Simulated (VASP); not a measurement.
A run of VASP 6.6.1 is set up as follows.

File POSCAR:

```
Rh
1.0
    0.0000000000      1.9015500000      1.9490887500
    1.9015500000      0.0000000000      1.9490887500
    1.9015500000      1.9015500000      0.0000000000
Rh
1
Direct
    0.0000000000      0.0000000000      0.0000000000
```

The input INCAR.step1:

```
  ALGO = Normal
  EDIFF = 1E-4
  ENCUT = 520
  GGA = PE
  ISMEAR = 0
  LASPH = True
  LCHARG = False
  LREAL = False
  LWAVE = True
  NBANDS = 14
  NELM = 60
  PREC = Accurate
  SIGMA = 0.15
```

INCAR.step2

```
  ALGO = Normal
  EDIFF = 1E-6
  ENCUT = 520
  ISIF = 2
  ISMEAR = 0
  ISTART = 1
  LASPH = True
  LCHARG = True
  LELF = True
  LMIXTAU = True
  LREAL = False
  LVHAR = True
  LWAVE = False
  METAGGA = R2SCAN
  NBANDS = 14
  NELM = 60
  PREC = Accurate
  SIGMA = 0.15
```

Contents of KPOINTS:

```
k-points
0
Gamma
  22 22 22
```

Potentials or basis: VASP PAW PBE potentials, release 64 (Rh_pv).

Launch:

```sh
$ cat potpaw_PBE.64/Rh_pv/POTCAR > POTCAR
$ cp INCAR.step1 INCAR
$ mpirun -np 1 vasp_std > vasp.out
$ cp INCAR.step2 INCAR
$ mpirun -np 1 vasp_std > vasp.out
```

Q: Estimate the band gap on the k mesh.

A: Zero (an odd number of electrons rules out a gap without spin polarisation).

Q: Estimate the pressure.

A: -5.8 GPa.

Stress tensor (GPa, compression positive):
```
-3.86  0.00  0.00
 0.00 -3.86  0.00
 0.00  0.00 -9.58
```

Caveat: the cell differs from its parent crystal (strain +0.000 along x and y, +0.025 along z); the cell stands under tension; an empty level that is flat over the whole mesh can mark a ghost state of the potentials, or a narrow d or f band; the PAW data sets were made with another functional, which shifts forces and pressure a little.
